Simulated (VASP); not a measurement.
Co: single point with PBE

The system is Co.

```xyz
4
Lattice="2.4706 0.0000 0.0000 -1.2353 2.1396 0.0000 0.0000 0.0000 8.0882" Properties=species:S:1:pos:R:3 pbc="T T T"
Co    0.0000    0.0000    0.0000
Co    0.0000    1.4264    2.0221
Co    0.0000    0.0000    4.0441
Co    1.2353    0.7132    6.0662
```

```
Program                : VASP 6.6.1
Task                   : single point
Functional             : PBE
Potentials or basis    : VASP PAW PBE potentials, release 64 (Co)
Cutoff                 : 520 eV
k mesh                 : 11 × 11 × 3
Occupations            : fermi-dirac, width 0.1 eV
Spin                   : collinear spin, ferromagnetic start
Starting moments       : [1.8, 1.8, 1.8, 1.8] μB
Dipole correction      : no
Further INCAR settings : ALGO = Normal; EDIFF = 1e-06; NBANDS = 30
```

* Pressure: 2.9 GPa
* Net moment: 6.31 μB per cell
* Site moments: Co +1.59, +1.60 μB
* Valence electrons inside the program's atomic spheres: Co 8.30

Stress tensor (GPa, compression positive):
```
3.70 0.00 0.00
0.00 3.70 0.00
0.00 0.00 1.29
```

Levels at points of the mesh, in eV from the Fermi level:
Spin up:
```csv
k point,band 18,band 19,band 20,band 21,band 22,band 23,band 24,band 25
"(0.00, 0.00, 0.00)",-1.48,-1.48,-1.17,-1.17,-0.78,-0.78,-0.29,6.26
```
Spin down:
```
           k point  band 12  band 13  band 14  band 15  band 16  band 17
(0.00, 0.00, 0.00)    -0.89    -0.89    -0.84    -0.84    -0.35     0.03
```

Wall time 98 s on 1 thread of AMD EPYC 7R43 64-Core Processor (Zen 3), on a shared host, peak memory 0.16 GiB.
